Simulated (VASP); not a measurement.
# W in VASP: single point with PBE

Aim: the single point of W with PBE.

Everything below comes from runs of VASP 6.6.1. Logs are shortened: lines on timing, memory, paths and dates and some standing lists are left out, and cuts for length are marked.

### Step 1. The cell of the first run

The cell holds a slab with vacuum, 8 atoms: a = 2.855 Å, b = 4.037 Å, c = 24.991 Å, α = 90.00°, β = 90.00°, γ = 90.00°.

### Step 2. Single point, PBE

The input, INCAR:

```
PREC     = Accurate       # precision mode
ENCUT    = 520            # plane-wave cutoff, eV
EDIFF    = 1E-7           # SCF threshold, eV
ISMEAR   = 0              # smearing method
SIGMA    = 0.1            # smearing width, eV
LREAL    = F              # projectors in reciprocal space
LASPH    = T              # aspherical terms in the spheres
NELM     = 100            # most SCF steps
ALGO     = Normal         # electronic algorithm
ISIF     = 2              # what is computed and relaxed
LWAVE    = F              # write WAVECAR
LCHARG   = F              # write CHGCAR
LDIPOL   = T            
IDIPOL   = 3            
DIPOL    = 0.5 0.5 0.500
GGA      = PE             # functional
NBANDS   = 66             # bands
```

The input, KPOINTS:

```
regular mesh
0
Gamma
  12 9 1
```

The input, POSCAR:

```
W
1.0
    2.8545944811      0.0000000000      0.0000000000
    0.0000000000      4.0370062302      0.0000000000
    0.0000000000      0.0000000000     24.9910806838
W
8
Direct
    0.5000000000      0.5000000000      0.3001070700
    0.0000000000      0.0000000000      0.3572193357
    0.5000000000      0.5000000000      0.4143316014
    0.0000000000      0.0000000000      0.4714438671
    0.5000000000      0.5000000000      0.5285561329
    0.0000000000      0.0000000000      0.5856683986
    0.5000000000      0.5000000000      0.6427806643
    0.0000000000      0.0000000000      0.6998929300
```

Potentials or basis: VASP PAW PBE potentials, release 64 (W_sv).

Launch:

```console
$ cat potpaw_PBE.64/W_sv/POTCAR > POTCAR
$ mpirun -np 1 vasp_std > vasp.out
```

OUTCAR:

```text
PREC = Accurate
   ENCUT = 520
   EDIFF = 1E-7
   ISMEAR = 0
   LREAL = F
   LASPH = T
   NELM = 100
   ISIF = 2
   GGA = PE

 ion  position               nearest neighbor table
   1  0.500  0.500  0.300-   3 2.85   2 2.85   2 2.85   2 2.85   2 2.85
   2  0.000  0.000  0.357-   4 2.85   3 2.85   1 2.85   1 2.85   3 2.85   1 2.85   3 2.85   1 2.85
                             3 2.85
   3  0.500  0.500  0.414-   1 2.85   2 2.85   4 2.85   2 2.85   4 2.85   2 2.85   4 2.85   2 2.85
                             4 2.85   5 2.85
   4  0.000  0.000  0.471-   2 2.85   3 2.85   3 2.85   3 2.85   3 2.85   5 2.85   5 2.85   5 2.85
                             5 2.85   6 2.85
   5  0.500  0.500  0.529-   7 2.85   6 2.85   6 2.85   6 2.85   6 2.85   4 2.85   4 2.85   4 2.85
                             4 2.85   3 2.85
   6  0.000  0.000  0.586-   8 2.85   7 2.85   5 2.85   5 2.85   7 2.85   5 2.85   7 2.85   5 2.85
                             7 2.85   4 2.85
   7  0.500  0.500  0.643-   5 2.85   6 2.85   8 2.85   6 2.85   8 2.85   6 2.85   8 2.85   6 2.85
                             8 2.85
   8  0.000  0.000  0.700-   6 2.85   7 2.85   7 2.85   7 2.85   7 2.85

  LATTYP: Found a simple orthorhombic cell.
 ALAT       =     2.8545944811
 B/A-ratio  =     1.4142135624
 C/A-ratio  =     8.7546868213

  Lattice vectors:

 A1 = (   2.8545944811,   0.0000000000,   0.0000000000)
 A2 = (   0.0000000000,   4.0370062302,   0.0000000000)
 A3 = (   0.0000000000,   0.0000000000,  24.9910806838)

Analysis of symmetry for initial positions (statically):
=====================================================================
 Subroutine PRICEL returns:
 Original cell was already a primitive cell.

 Routine SETGRP: Setting up the symmetry group for a
 simple orthorhombic supercell.

 Subroutine GETGRP returns: Found  8 space group operations
 (whereof  4 operations were pure point group operations)
 out of a pool of  8 trial point group operations.

The static configuration has the point symmetry C_2v.
 The point group associated with its full space group is D_2h.

Analysis of symmetry for dynamics (positions and initial velocities):
=====================================================================
 Subroutine PRICEL returns:
 Original cell was already a primitive cell.

 Routine SETGRP: Setting up the symmetry group for a
 simple orthorhombic supercell.

 Subroutine GETGRP returns: Found  8 space group operations
 (whereof  4 operations were pure point group operations)
 out of a pool of  8 trial point group operations.

The dynamic configuration has the point symmetry C_2v.
 The point group associated with its full space group is D_2h.

 Subroutine INISYM returns: Found  8 space group operations
 (whereof  4 operations are pure point group operations),
 and found     1 'primitive' translations

----------------------------------------------------------------------------------------

                                     Primitive cell

  volume of cell :     287.9976

  direct lattice vectors                    reciprocal lattice vectors
     2.854594481  0.000000000  0.000000000     0.350312455  0.000000000  0.000000000
     0.000000000  4.037006230  0.000000000     0.000000000  0.247708312  0.000000000
     0.000000000  0.000000000 24.991080684     0.000000000  0.000000000  0.040014276

  length of vectors
     2.854594481  4.037006230 24.991080684     0.350312455  0.247708312  0.040014276

  position of ions in fractional coordinates (direct lattice)
     0.500000000  0.500000000  0.300107070
     0.000000000  0.000000000  0.357219336
     0.500000000  0.500000000  0.414331601
     0.000000000  0.000000000  0.471443867
     0.500000000  0.500000000  0.528556133
     0.000000000  0.000000000  0.585668399
     0.500000000  0.500000000  0.642780664
     0.000000000  0.000000000  0.699892930

  ion indices of the primitive-cell ions
   primitive index   ion index
                 1           1
                 2           2
                 3           3
                 4           4
                 5           5
                 6           6
                 7           7
                 8           8

----------------------------------------------------------------------------------------

 KPOINTS: regular mesh

Automatic generation of k-mesh.
 Grid dimensions read from file:
 generate k-points for:   12    9    1

 Generating k-lattice:

  Cartesian coordinates                     Fractional coordinates (reciprocal lattice)
     0.029192705  0.000000000  0.000000000     0.083333333  0.000000000  0.000000000
     0.000000000  0.027523146  0.000000000     0.000000000  0.111111111  0.000000000
     0.000000000  0.000000000  0.040014276     0.000000000  0.000000000  1.000000000

  Length of vectors
     0.029192705  0.027523146  0.040014276

  Shift w.r.t. Gamma in fractional coordinates (k-lattice)
     0.000000000  0.000000000  0.000000000

 Subroutine IBZKPT returns following result:
 ===========================================

 Found     35 irreducible k-points:

 Following reciprocal coordinates:
            Coordinates               Weight
  0.000000  0.000000  0.000000      1.000000
  0.083333  0.000000  0.000000      2.000000
  0.166667  0.000000  0.000000      2.000000
  0.250000  0.000000  0.000000      2.000000
  0.333333  0.000000  0.000000      2.000000
  0.416667  0.000000  0.000000      2.000000
[... 16 lines left out ...]
  0.083333  0.333333  0.000000      4.000000
  0.166667  0.333333  0.000000      4.000000
 [... further k-points ...]
   k-points           NKPTS =     35   k-points in BZ     NKDIM =     35   number of bands    NBANDS=     66
   number of dos      NEDOS =    301   number of ions     NIONS =      8
   total plane-waves  NPLWV = 138240
   dimension x,y,z NGX =    24 NGY =   30 NGZ =  192
   dimension x,y,z NGXF=    48 NGYF=   60 NGZF=  384
   ions per type =               8
   NGX,Y,Z   is equivalent  to a cutoff of  13.98, 12.35, 12.77 a.u.
   NGXF,Y,Z  is equivalent  to a cutoff of  27.95, 24.71, 25.54 a.u.
 SYSTEM =  unknown system
   PREC   = accura    normal or accurate (medium, high low for compatibility)
   ISTART =      0    job   : 0-new  1-cont  2-samecut
   ICHARG =      2    charge: 1-file 2-atom 10-const
   ISPIN  =      1    spin polarized calculation?
   LNONCOLLINEAR =      F non collinear calculations
   LSORBIT =      F    spin-orbit coupling
   LASPH  =      T    aspherical Exc in radial PAW
   ENCUT  =  520.0 eV  38.22 Ry    6.18 a.u.   5.31  7.51 46.47*2*pi/ulx,y,z
   NELM   =    100;   NELMIN=  2; NELMDL= -5     # of ELM steps
   EDIFF  = 0.1E-06   stopping-criterion for ELM
   LREAL  =      F    real-space projection
   EDIFFG = 0.1E-05   stopping-criterion for IOM
   NSW    =      0    number of steps for IOM
   IBRION =     -1    ionic relax: 0-MD 1-quasi-New 2-CG
   NFREE  =      0    steps in history (QN), initial steepest desc. (CG)
   ISIF   =      2    stress and relaxation
   ISYM   =      2    0-nonsym 1-usesym 2-fastsym
   POTIM  = 0.5000    time-step for ionic-motion
   TEBEG  =    0.0;   TEEND  =   0.0 temperature during run
   PSTRESS=    0.0 pullay stress
   NELECT =     112.0000    total number of electrons
   NUPDOWN=      -1.0000    fix difference up-down
   EMIN   =  10.00;   EMAX   =-10.00  energy-range for DOS
   EFERMI =   0.00;   METHOD = LEGACY
   ISMEAR =     0;   SIGMA  =   0.10  broadening in eV -4-tet -1-fermi 0-gaus
   EFERMI_NEDOS =   21; number of points for ismear=-14 and -15
   IALGO  =     38    algorithm
   IMIX   =      4    mixing-type and parameters
     AMIX     =   0.40;   BMIX     =  1.00
     AMIX_MAG =   1.60;   BMIX_MAG =  1.00
  volume/ion in A,a.u.               =      36.00       242.94
  Fermi-wavevector in a.u.,A,eV,Ry     =   1.194954  2.258136 19.427966  1.427915
  Thomas-Fermi vector in A             =   2.330931
   LORBIT       =      0    0 simple, 1 ext, 2 COOP (PROOUT), +10 PAW based schemes
   GGA     = PE    functional components
   LHFCALC =     F    Hartree Fock is set to
   AEXX    =    0.0000 exact exchange contribution
   IVDW    =     0    specifies the selected vdW correction
   LEPSILON=     F    determine dielectric tensor
   LRPA    =     F    only Hartree local field effects (RPA)
 non-spin polarized calculation
 Gauss-broadening in eV      SIGMA  =   0.10
  energy-cutoff  :      520.00
  volume of cell :      288.00
 maximum number of plane-waves:      7801
 NGX is ok and might be reduce to    24
   NGX = 11   NGY = 15   NGZ = 93

 number of electron     112.0000000 magnetization

 dipolmoment           0.000000      0.000000      0.000000 electrons x Angstroem

 Free energy of the ion-electron system (eV)
  ---------------------------------------------------
  ext. energy  EPLUGINS =         0.00000000
  ---------------------------------------------------
  free energy    TOTEN  =       -95.18714036 eV

  energy without entropy =      -95.13454689  energy(sigma->0) =      -95.16084363

 E-fermi :   2.6371     XC(G=0):  -7.0912

 val. band max:        2.6363554391   @ k =   0.0000   0.2222   0.0000
 cond. band min:       2.6471288875   @ k =   0.0000   0.4444   0.0000
 fundamental gap:      0.0107734483
 Fermi energy:         2.6370778833

 k-point     1 :       0.0000    0.0000    0.0000
  band No.  band energies     occupation
      1     -71.3143      2.00000
      2     -71.3143      2.00000
      3     -71.1242      2.00000
      4     -71.1214      2.00000
      5     -71.0418      2.00000
      6     -71.0247      2.00000
[... 58 lines left out ...]
     65       4.4013      0.00000
     66       4.8677      0.00000

 k-point     2 :       0.0833    0.0000    0.0000
  band No.  band energies     occupation
      1     -71.3117      2.00000
      2     -71.3116      2.00000
      3     -71.1212      2.00000
      4     -71.1186      2.00000
      5     -71.0392      2.00000
      6     -71.0229      2.00000
[... 58 lines left out ...]
     65       4.5667      0.00000
     66       4.7537      0.00000

 k-point     3 :       0.1667    0.0000    0.0000
  band No.  band energies     occupation
      1     -71.3043      2.00000
      2     -71.3043      2.00000
      3     -71.1130      2.00000
      4     -71.1110      2.00000
      5     -71.0319      2.00000
      6     -71.0178      2.00000
[... 1438 lines left out ...]
     65       3.9930      0.00000
     66       4.1786      0.00000

 k-point    24 :       0.1667    0.3333    0.0000
  band No.  band energies     occupation
      1     -71.3007      2.00000
      2     -71.3007      2.00000
      3     -71.1070      2.00000
      4     -71.1065      2.00000
      5     -71.0286      2.00000
      6     -71.0226      2.00000
[... 58 lines left out ...]
     65       4.1377      0.00000
     66       4.3315      0.00000

 [... further k-points ...]

------------------------ aborting loop because EDIFF is reached ----------------------------------------

 vacuum level on the upper side and lower side of the slab       (xc-potential included)        -0.112        -0.112

  FORCE on cell =-STRESS in cart. coord.  units (eV):
  Direction    XX          YY          ZZ          XY          YZ          ZX
  --------------------------------------------------------------------------------------
  -------------------------------------------------------------------------------------
  Total      -10.2172003     -8.4433644     -6.4700709      0.0000000      0.0000000      0.0000000
  in kB      -56.8399399    -46.9718038    -35.9940524      0.0000000      0.0000000      0.0000000
  external PRESSURE =     -46.6019320 kB  Pullay stress =       0.0000000 kB

 VOLUME and BASIS-vectors are now :
 -----------------------------------------------------------------------------
  energy-cutoff  :      520.00
  volume of cell :      288.00
      direct lattice vectors                 reciprocal lattice vectors
     2.854594481  0.000000000  0.000000000     0.350312455  0.000000000  0.000000000
     0.000000000  4.037006230  0.000000000     0.000000000  0.247708312  0.000000000
     0.000000000  0.000000000 24.991080684     0.000000000  0.000000000  0.040014276

 POSITION                                       TOTAL-FORCE (eV/Angst)
 -----------------------------------------------------------------------------------
      1.42730      2.01850      7.50000         0.000000      0.000000      1.952234
      0.00000      0.00000      8.92730         0.000000      0.000000     -1.701776
      1.42730      2.01850     10.35459         0.000000      0.000000     -0.257956
      0.00000      0.00000     11.78189         0.000000      0.000000      0.083535
      1.42730      2.01850     13.20919         0.000000      0.000000     -0.083535
      0.00000      0.00000     14.63649         0.000000      0.000000      0.257956
      1.42730      2.01850     16.06378         0.000000      0.000000      1.701776
      0.00000      0.00000     17.49108         0.000000      0.000000     -1.952234
 -----------------------------------------------------------------------------------
    total drift:                                0.000000     -0.000000      0.000000

  FREE ENERGIE OF THE ION-ELECTRON SYSTEM (eV)
  ---------------------------------------------------
  free  energy   TOTEN  =       -95.1871403631 eV

  energy  without entropy=      -95.1345468918  energy(sigma->0) =      -95.16084363

 vacuum level on the upper side and lower side of the slab         6.695         6.695
```

It took 12 min on 1 thread of AMD EPYC 9R45 (Zen 5), shared host; peak memory 0.61 GiB.

Results:

* Free energy: -95.1871 eV
* Largest force: 1.952 eV/Å
* Band gap on the k mesh: zero (bands 56 and 57 overlap by 0.88 eV)

Forces in eV/Å, atoms in the order of the input:
```
W    0.000  0.000  1.952
W    0.000  0.000 -1.702
W    0.000  0.000 -0.258
W    0.000  0.000  0.084
W    0.000  0.000 -0.084
W    0.000  0.000  0.258
W    0.000  0.000  1.702
W    0.000  0.000 -1.952
```

Caveat: spin-orbit coupling is left out, which moves the levels of the heavy elements.
